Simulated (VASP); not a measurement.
A run of VASP 6.6.1 is set up as follows.

The input INCAR:

```
SYSTEM = Sn
PREC     = Accurate       ! precision mode
ENCUT    = 520            ! plane-wave cutoff, eV
EDIFF    = 1E-6           ! SCF threshold, eV
ISMEAR   = 0              ! smearing method
SIGMA    = 0.1            ! smearing width, eV
LREAL    = .False.        ! projectors in reciprocal space
LASPH    = .True.         ! aspherical terms in the spheres
NELM     = 60             ! most SCF steps
ALGO     = Normal         ! electronic algorithm
ISIF     = 2              ! what is computed and relaxed
LWAVE    = .False.        ! write WAVECAR
LCHARG   = .False.        ! write CHGCAR
GGA      = PE             ! functional
NBANDS   = 21             ! bands
```

KPOINTS

```
regular mesh
0
Gamma
  12 12 12
  0 0 0
```

POSCAR

```
Sn
1.0
    0.0000000000      3.3281477342      3.3281477342
    3.3281477342      0.0000000000      3.3281477342
    3.3281477342      3.3281477342      0.0000000000
Sn
2
Direct
    0.5000000000      0.5000000000      0.5000000000
    0.7500000000      0.7500000000      0.7500000000
```

Potentials or basis: VASP PAW PBE potentials, release 64 (Sn_d).

Launch:

```console
$ cat potpaw_PBE.64/Sn_d/POTCAR > POTCAR
$ mpirun -np 1 vasp_std > vasp.out
```

Task: Predict the pressure.

Result: -0.1 GPa.

Task: Predict the band gap on the k mesh.

Result: Zero (band 14 reaches 4.95 eV, above the bottom of band 15 at 4.72 eV).

Caveat: spin-orbit coupling is left out, which moves the levels of the heavy elements.
